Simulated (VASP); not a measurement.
A run of VASP 6.6.1:

POSCAR

```
EuS
1.0
    0.0000000000      2.9740389115      2.9740389115
    2.9740389115      0.0000000000      2.9740389115
    2.9740389115      2.9740389115      0.0000000000
Eu S
1 1
Direct
    0.0000000000      0.0000000000      0.0000000000
    0.5000000000      0.5000000000      0.5000000000
```

The input INCAR.step1:

```
SYSTEM = EuS
  ALGO = Normal
  EDIFF = 1E-5
  ENCUT = 800
  GGA = PE
  GGA_COMPAT = .FALSE.
  ISMEAR = 1
  ISPIN = 2
  LASPH = .TRUE.
  LCHARG = .FALSE.
  LDAU = .TRUE.
  LDAUJ = 0 0
  LDAUL = 3 -1
  LDAUTYPE = 2
  LDAUU = 3 0
  LMAXMIX = 6
  LREAL = .FALSE.
  LWAVE = .TRUE.
  MAGMOM = 9.1 0
  NBANDS = 22
  NELM = 200
  PREC = Accurate
  SIGMA = 0.1
```

The input INCAR.step2:

```
SYSTEM = EuS
  ALGO = Normal
  EDIFF = 1E-6
  ENCUT = 800
  GGA_COMPAT = .FALSE.
  ISIF = 2
  ISMEAR = 1
  ISPIN = 2
  ISTART = 1
  LASPH = .TRUE.
  LCHARG = .TRUE.
  LDAU = .TRUE.
  LDAUJ = 0 0
  LDAUL = 3 -1
  LDAUPRINT = 1
  LDAUTYPE = 2
  LDAUU = 3 0
  LELF = .TRUE.
  LMAXMIX = 6
  LMIXTAU = .TRUE.
  LORBIT = 11
  LREAL = .FALSE.
  LVHAR = .TRUE.
  LWAVE = .FALSE.
  MAGMOM = 9.1 0
  METAGGA = R2SCAN
  NBANDS = 22
  NELM = 200
  PREC = Accurate
  SIGMA = 0.1
```

KPOINTS

```
k-points
0
G
  7 7 7
  0 0 0
```

Potentials or basis: VASP PAW PBE potentials, release 64 (Eu, S).

Run with:

```sh
$ cat potpaw_PBE.64/Eu/POTCAR potpaw_PBE.64/S/POTCAR > POTCAR
$ cp INCAR.step1 INCAR
$ mpirun -np 1 vasp_std > vasp.out
$ cp INCAR.step2 INCAR
$ mpirun -np 1 vasp_std > vasp.out
```

Hardware: 1 thread of Oxide Virtual Turin-like Processor (shared host).

Task: How long does it take, and how much memory?

Result: Run time: 6.9 min on 1 thread of Oxide Virtual Turin-like Processor, with other jobs on the host, peak memory 0.33 GiB. Counts: k points 20.
